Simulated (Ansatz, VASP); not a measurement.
## One calculation of Ca, two programs

```
CELL_PARAMETERS angstrom
4.17494 0.00000 0.00000
-2.08747 3.61561 0.00000
0.00000 0.00000 13.19026
ATOMIC_POSITIONS crystal
Ca 0.00000 0.00000 0.98901
Ca 0.33333 0.66667 0.25000
Ca 0.00000 0.00000 0.51099
Ca 0.66667 0.33333 0.75000
```

Alike in both runs: task single point; functional PBE; k mesh 12 × 12 × 4; occupations gaussian, width 0.1 eV; no spin polarisation.

|  | VASP | Ansatz |
| --- | --- | --- |
| version | VASP 6.6.1 | Ansatz 0.2.0 |
| potentials or method | VASP PAW PBE potentials, release 64 (Ca_sv), cutoff 520 eV | scalar-relativistic, plane waves, PAW |
| valence electrons in the cell | 40 | 40 |

|  | VASP | Ansatz | Ansatz less VASP |
| --- | --- | --- | --- |
| gap on the k mesh at the Fermi level (eV) | none | none | - |
| pressure (GPa) | -2.0 | -2.0 | 0.00 |
| traceless stress, the component that is largest in VASP (GPa) | 0.54 | 0.54 | -0.001 |
| rms of the force components (eV/Å) | 0.077 | 0.077 | -0.0003 |

Atom by atom the forces differ by 0.000 eV/Å (rms over components). A gap of «none» marks a metal or a gap that the smearing closes. With one functional, cell and mesh, what is left measures potentials, basis and numerics.
